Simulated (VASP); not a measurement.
Wanted: the native input for a VASP 6.6.1 run.

| Item | Value |
| --- | --- |
| Task | single point |
| Functional | LDA |
| Potentials or basis | VASP PAW LDA potentials, release 64 (Tl_d) |
| Cutoff | 520 eV |
| k mesh | 17 × 17 × 9 |
| Occupations | fermi-dirac, width 0.05 eV |
| Spin | no spin polarisation |
| Dipole correction | no |
| Further INCAR settings | ALGO = Normal; EDIFF = 1e-07; NBANDS = 20 |

The structure of Tl lies in POSCAR:

```
Tl
1.0
    3.4063222006      0.0000000000      0.0000000000
   -1.7031611003      2.9499615592      0.0000000000
    0.0000000000      0.0000000000      5.4329154813
Tl
2
Direct
    0.3333333333      0.6666666667      0.2500000000
    0.6666666667      0.3333333333      0.7500000000
```

These files were run (other wordings do the same):

INCAR

```
SYSTEM = Tl
PREC = Accurate
ENCUT = 520
EDIFF = 1E-7
ISMEAR = -1
SIGMA = 0.05
LREAL = .FALSE.
LASPH = .TRUE.
NELM = 60
ALGO = Normal
ISIF = 2
LWAVE = .FALSE.
LCHARG = .FALSE.
GGA = CA
NBANDS = 20
```

KPOINTS

```
Automatic mesh
0
G
  17 17 9
  0 0 0
```

Potentials or basis: VASP PAW LDA potentials, release 64 (Tl_d).

Launch:

```sh
$ cat potpaw_LDA.64/Tl_d/POTCAR > POTCAR
$ mpirun -np 1 vasp_std > vasp.out
```

Results of the run:

| Quantity | Value |
| --- | --- |
| Pressure | 0.1 GPa |
| Band gap on the k mesh | zero (bands 13 and 14 overlap by 4.94 eV) |

Caveat: spin-orbit coupling is left out, which moves the levels of the heavy elements.

Wall time 3.6 min on 1 thread of Intel Xeon 8259CL, with other jobs on the host, peak memory 0.26 GiB.
